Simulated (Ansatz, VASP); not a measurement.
One calculation of CdIn2O4, two programs

```xyz
14
Lattice="0.0000 4.5460 4.5460 4.5460 0.0000 4.5460 4.5460 4.5460 0.0000" Properties=species:S:1:pos:R:3 pbc="T T T"
Cd    0.0000    0.0000    0.0000
Cd    2.2730    2.2730    2.2730
In    5.6825    5.6825    5.6825
In    5.6825    3.4095    3.4095
In    3.4095    3.4095    5.6825
In    3.4095    5.6825    3.4095
O     7.8413    7.8413    7.8413
O     3.5236    5.5683    5.5683
O     5.7966    5.7966    7.8413
O     5.5683    3.5236    5.5683
O     7.8413    5.7966    5.7966
O     3.5236    3.5236    3.5236
O     5.7966    7.8413    5.7966
O     5.5683    5.5683    3.5236
```

Alike in both runs: functional LDA; k mesh 6 × 6 × 6; occupations fermi-dirac, width 0.02 eV; no spin polarisation.

Ansatz relaxed the structure, and its values are those at the end. VASP's run is a single point on that final structure, the one shown.

```csv
,VASP,Ansatz
version,VASP 6.6.1,Ansatz 0.2.0
potentials or method,"VASP PAW LDA potentials, release 64 (Cd, In_d, O), cutoff 600 eV",PAW plane waves
valence electrons in the cell,124,140
```

```tsv
	VASP	Ansatz	Ansatz less VASP
gap on the k mesh at the Fermi level (eV)	1.09	1.07	-0.018
pressure (GPa)	0.9	0.0	-0.93
rms of the force components (eV/Å)	0.019	0.000	-0.0186
```

Ansatz warns that its potentials were made for another functional, while VASP's fit it. LDA's correlation is that of Perdew and Zunger in VASP and of Perdew and Wang (1992) in Ansatz. VASP's potentials hold 124 valence electrons a cell and Ansatz's 140, so a difference there can come from the potentials and not from the codes.
